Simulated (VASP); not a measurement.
# Ga (R-3m) in VASP: single point with r2SCAN

Aim: the single point of Ga with r2SCAN.

All numbers are computed with VASP 6.6.1; they aren't measurements. Logs are shortened: lines on timing, memory, paths and dates and some standing lists are left out, and cuts for length are marked.

## Step 1: The cell of the first run

The structure is trigonal, space group R-3m (No. 166). Conventional cell: a = 7.000 Å, b = 7.000 Å, c = 18.298 Å, α = 90.00°, β = 90.00°, γ = 120.00°. Within 3.2 Å of Ga (site symmetry m) lie 6 Ga at 2.41 to 2.64 Å. Within 3.5 Å of Ga (site symmetry m) lie 7 Ga at 2.62 to 2.69 Å.

## Step 2: Single point, r2SCAN

File POSCAR:

```
Ga
1.0
    3.4998410264      2.0206341587      6.0992835972
   -3.4998410264      2.0206341587      6.0992835972
    0.0000000000     -4.0412683174      6.0992835973
Ga
12
Direct
    0.0175323254      0.6436691662      0.0175323254
    0.0175323254      0.0175323254      0.6436691662
    0.6436691662      0.0175323254      0.0175323254
    0.9824676746      0.3563308338      0.9824676746
    0.3563308338      0.9824676746      0.9824676746
    0.9824676746      0.9824676746      0.3563308338
    0.2322052045      0.6161273222      0.2322052045
    0.2322052045      0.2322052045      0.6161273222
    0.6161273222      0.2322052045      0.2322052045
    0.7677947955      0.3838726778      0.7677947955
    0.3838726778      0.7677947955      0.7677947955
    0.7677947955      0.7677947955      0.3838726778
```

File INCAR.step1:

```
PREC     = Accurate       # precision mode
ENCUT    = 520            # plane-wave cutoff, eV
ISMEAR   = 0              # smearing method
SIGMA    = 0.1            # smearing width, eV
LREAL    = False          # projectors in reciprocal space
LASPH    = True           # aspherical terms in the spheres
NELM     = 100            # most SCF steps
NBANDS   = 90             # bands
GGA      = PE             # functional
ALGO     = Normal         # electronic algorithm
EDIFF    = 1E-4           # SCF threshold, eV
LWAVE    = True           # write WAVECAR
LCHARG   = False          # write CHGCAR
```

File INCAR.step2:

```
PREC     = Accurate       # precision mode
ENCUT    = 520            # plane-wave cutoff, eV
EDIFF    = 1E-7           # SCF threshold, eV
ISMEAR   = 0              # smearing method
SIGMA    = 0.1            # smearing width, eV
LREAL    = False          # projectors in reciprocal space
LASPH    = True           # aspherical terms in the spheres
NELM     = 100            # most SCF steps
ALGO     = Normal         # electronic algorithm
ISIF     = 2              # what is computed and relaxed
LWAVE    = False          # write WAVECAR
LCHARG   = True           # write CHGCAR
METAGGA  = R2SCAN         # meta-GGA
LMIXTAU  = True         
LELF     = True           # ELF
LVHAR    = True         
NBANDS   = 90             # bands
ISTART   = 1
```

File KPOINTS:

```
Automatic mesh
0
Gamma
  3 3 3
```

Potentials or basis: VASP PAW PBE potentials, release 64 (Ga_d).

Command:

```console
$ cat potpaw_PBE.64/Ga_d/POTCAR > POTCAR
$ cp INCAR.step1 INCAR
$ mpirun -np 1 vasp_std > vasp.out
$ cp INCAR.step2 INCAR
$ mpirun -np 1 vasp_std > vasp.out
```

OUTCAR:

```text
PREC = Accurate
   ENCUT = 520
   EDIFF = 1E-7
   ISMEAR = 0
   LREAL = False
   LASPH = True
   NELM = 100
   ISIF = 2
   METAGGA = R2SCAN
   ISTART = 1

 ion  position               nearest neighbor table
   1  0.018  0.644  0.018-   4 2.41   2 2.62   3 2.62  11 2.62  12 2.62   7 2.64
   2  0.018  0.018  0.644-   6 2.41   3 2.62   1 2.62  10 2.62  11 2.62   8 2.64
   3  0.644  0.018  0.018-   5 2.41   2 2.62   1 2.62  10 2.62  12 2.62   9 2.64
   4  0.982  0.356  0.982-   1 2.41   6 2.62   5 2.62   9 2.62   8 2.62  10 2.64
   5  0.356  0.982  0.982-   3 2.41   6 2.62   4 2.62   7 2.62   8 2.62  11 2.64
   6  0.982  0.982  0.356-   2 2.41   4 2.62   5 2.62   7 2.62   9 2.62  12 2.64
   7  0.232  0.616  0.232-   5 2.62   6 2.62   1 2.64  12 2.68  11 2.68   8 2.69   9 2.69
   8  0.232  0.232  0.616-   4 2.62   5 2.62   2 2.64  10 2.68  11 2.68   7 2.69   9 2.69
   9  0.616  0.232  0.232-   4 2.62   6 2.62   3 2.64  12 2.68  10 2.68   8 2.69   7 2.69
  10  0.768  0.384  0.768-   3 2.62   2 2.62   4 2.64   8 2.68   9 2.68  12 2.69  11 2.69
  11  0.384  0.768  0.768-   1 2.62   2 2.62   5 2.64   8 2.68   7 2.68  12 2.69  10 2.69
  12  0.768  0.768  0.384-   1 2.62   3 2.62   6 2.64   7 2.68   9 2.68  10 2.69  11 2.69

  LATTYP: Found a trigonal (rhomboedric) cell.
 ALAT       =     7.3166324229
 COS(alpha) =     0.5423808851

  Lattice vectors:

 A1 = (   3.4998410264,   2.0206341587,   6.0992835972)
 A2 = (  -3.4998410264,   2.0206341587,   6.0992835972)
 A3 = (   0.0000000000,  -4.0412683174,   6.0992835973)

Analysis of symmetry for initial positions (statically):
=====================================================================
 Subroutine PRICEL returns:
 Original cell was already a primitive cell.

 Routine SETGRP: Setting up the symmetry group for a
 trigonal (rhombohedral) supercell.

 Subroutine GETGRP returns: Found 12 space group operations
 (whereof 12 operations were pure point group operations)
 out of a pool of 12 trial point group operations.

The static configuration has the point symmetry D_3d.

Analysis of symmetry for dynamics (positions and initial velocities):
=====================================================================
 Subroutine PRICEL returns:
 Original cell was already a primitive cell.

 Routine SETGRP: Setting up the symmetry group for a
 trigonal (rhombohedral) supercell.

[... 115 lines left out ...]
   PSTRESS=    0.0 pullay stress
   NELECT =     156.0000    total number of electrons
   NUPDOWN=      -1.0000    fix difference up-down
   EMIN   =  10.00;   EMAX   =-10.00  energy-range for DOS
   EFERMI =   0.00;   METHOD = LEGACY
   ISMEAR =     0;   SIGMA  =   0.10  broadening in eV -4-tet -1-fermi 0-gaus
   EFERMI_NEDOS =   21; number of points for ismear=-14 and -15
   IALGO  =     38    algorithm
   IMIX   =      4    mixing-type and parameters
     AMIX     =   0.40;   BMIX     =  1.00
     AMIX_MAG =   1.60;   BMIX_MAG =  1.00
  volume/ion in A,a.u.               =      21.57       145.54
  Fermi-wavevector in a.u.,A,eV,Ry     =   1.382911  2.613323 26.020377  1.912444
  Thomas-Fermi vector in A             =   2.507558
   LORBIT       =      0    0 simple, 1 ext, 2 COOP (PROOUT), +10 PAW based schemes
   METAGGA = R2SCAN    functional components
   LHFCALC =     F    Hartree Fock is set to
   AEXX    =    0.0000 exact exchange contribution
   IVDW    =     0    specifies the selected vdW correction
   LEPSILON=     F    determine dielectric tensor
   LRPA    =     F    only Hartree local field effects (RPA)
 non-spin polarized calculation
 Gauss-broadening in eV      SIGMA  =   0.10
  energy-cutoff  :      520.00
  volume of cell :      258.80
 maximum number of plane-waves:      6987
 NGX is ok and might be reduce to    54
   NGX = 27   NGY = 27   NGZ = 27

 number of electron     155.9999999 magnetization

 Free energy of the ion-electron system (eV)
  ---------------------------------------------------
  ext. energy  EPLUGINS =         0.00000000
  ---------------------------------------------------
  free energy    TOTEN  =      -136.85626718 eV

  energy without entropy =     -136.84372940  energy(sigma->0) =     -136.84999829

 E-fermi :   3.9000     XC(G=0): -10.9012

 val. band max:        3.5490853350   @ k =   0.0000   0.0000   0.0000
 cond. band min:       3.8999953691   @ k =   0.3333  -0.0000   0.0000
 fundamental gap:      0.3509100342
 Fermi energy:         3.8999951399

 k-point     1 :       0.0000    0.0000    0.0000
  band No.  band energies     occupation
      1     -11.8790      2.00000
      2     -11.8373      2.00000
      3     -11.8373      2.00000
      4     -11.7908      2.00000
      5     -11.7624      2.00000
      6     -11.7624      2.00000
[... 547 lines left out ...]
     89       8.1774      0.00000
     90       8.8256      0.00000

------------------------ aborting loop because EDIFF is reached ----------------------------------------

  FORCE on cell =-STRESS in cart. coord.  units (eV):
  Direction    XX          YY          ZZ          XY          YZ          ZX
  --------------------------------------------------------------------------------------
  -------------------------------------------------------------------------------------
  Total        0.1434905      0.1434905      0.0829153      0.0000000     -0.0000000      0.0000000
  in kB        0.8883164      0.8883164      0.5133092      0.0000000     -0.0000000      0.0000000
  external PRESSURE =       0.7633140 kB  Pullay stress =       0.0000000 kB

 VOLUME and BASIS-vectors are now :
 -----------------------------------------------------------------------------
  energy-cutoff  :      520.00
  volume of cell :      258.80
      direct lattice vectors                 reciprocal lattice vectors
     3.499841026  2.020634159  6.099283597     0.142863632  0.082482356  0.054651227
    -3.499841026  2.020634159  6.099283597    -0.142863632  0.082482356  0.054651227
     0.000000000 -4.041268317  6.099283597     0.000000000 -0.164964713  0.054651227

 POSITION                                       TOTAL-FORCE (eV/Angst)
 -----------------------------------------------------------------------------------
     -2.19138      1.26519      4.13979         0.001039     -0.000600     -0.005681
      0.00000     -2.53039      4.13979         0.000000      0.001199     -0.005681
      2.19138      1.26519      4.13979        -0.001039     -0.000600     -0.005681
      2.19138     -1.26519     14.15806        -0.001039      0.000600      0.005681
     -2.19138     -1.26519     14.15806         0.001039      0.000600      0.005681
      0.00000      2.53039     14.15806         0.000000     -0.001199      0.005681
     -1.34367      0.77577      6.59051        -0.002517      0.001453      0.000204
      0.00000     -1.55153      6.59051         0.000000     -0.002906      0.000204
      1.34367      0.77577      6.59051         0.002517      0.001453      0.000204
      1.34367     -0.77577     11.70734         0.002517     -0.001453     -0.000204
     -1.34367     -0.77577     11.70734        -0.002517     -0.001453     -0.000204
      0.00000      1.55153     11.70734         0.000000      0.002906     -0.000204
 -----------------------------------------------------------------------------------
    total drift:                                0.000000     -0.000000      0.000000

  FREE ENERGIE OF THE ION-ELECTRON SYSTEM (eV)
  ---------------------------------------------------
  free  energy   TOTEN  =      -136.8562671799 eV

  energy  without entropy=     -136.8437293984  energy(sigma->0) =     -136.84999829
```

It took 16 min on 1 thread of Oxide Virtual Turin-like, shared host; peak memory 0.42 GiB.

What came out:

```yaml
Free_energy: -136.8563 eV
Pressure: 0.1 GPa
Largest_force: 0.006 eV/Å
Band_gap_on_the_k_mesh: zero (band 78 reaches 5.01 eV, above the bottom of band 79 at 3.38 eV)
```

Forces on the atoms (eV/Å):
```
Ga   0.001 -0.001 -0.006
Ga   0.000  0.001 -0.006
Ga  -0.001 -0.001 -0.006
Ga  -0.001  0.001  0.006
Ga   0.001  0.001  0.006
Ga   0.000 -0.001  0.006
Ga  -0.003  0.001  0.000
Ga   0.000 -0.003  0.000
Ga   0.003  0.001  0.000
Ga   0.003 -0.001  0.000
Ga  -0.003 -0.001  0.000
Ga   0.000  0.003  0.000
```

Caveat: the k points lie up to 0.36 Å⁻¹ apart; the PAW data sets were made with another functional, which shifts forces and pressure a little.
